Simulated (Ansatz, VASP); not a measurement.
Two plane-wave programs on Be2C

```xyz
3
Lattice="0.0000 2.2145 2.2145 2.2145 0.0000 2.2145 2.2145 2.2145 0.0000" Properties=species:S:1:pos:R:3 pbc="T T T"
C     0.0000    0.0000    0.0000
Be    1.1072    1.1072    1.1072
Be    3.3217    3.3217    3.3217
```

Change from the starting cell: hydrostatic strain +2.5%.

Alike in both runs: task single point; functional PBE; k mesh 10 × 10 × 10; occupations fermi-dirac, width 0.02 eV; no spin polarisation.

|  | VASP | Ansatz |
| --- | --- | --- |
| version | VASP 6.6.1 | Ansatz 0.2.0 |
| potentials or method | VASP PAW PBE potentials, release 64 (C, Be) | plane waves, PAW |
| plane-wave cutoff (eV) | 600 | 420 |
| valence electrons in the cell | 8 | 8 |

Ansatz gave:

| Item | Value |
| --- | --- |
| gap on the k mesh at the Fermi level (eV) | 1.14 |
| pressure (GPa) | -12.3 |

Q: Which values does VASP return?

A: gap on the k mesh at the Fermi level (eV): 1.13; pressure (GPa): -12.1.
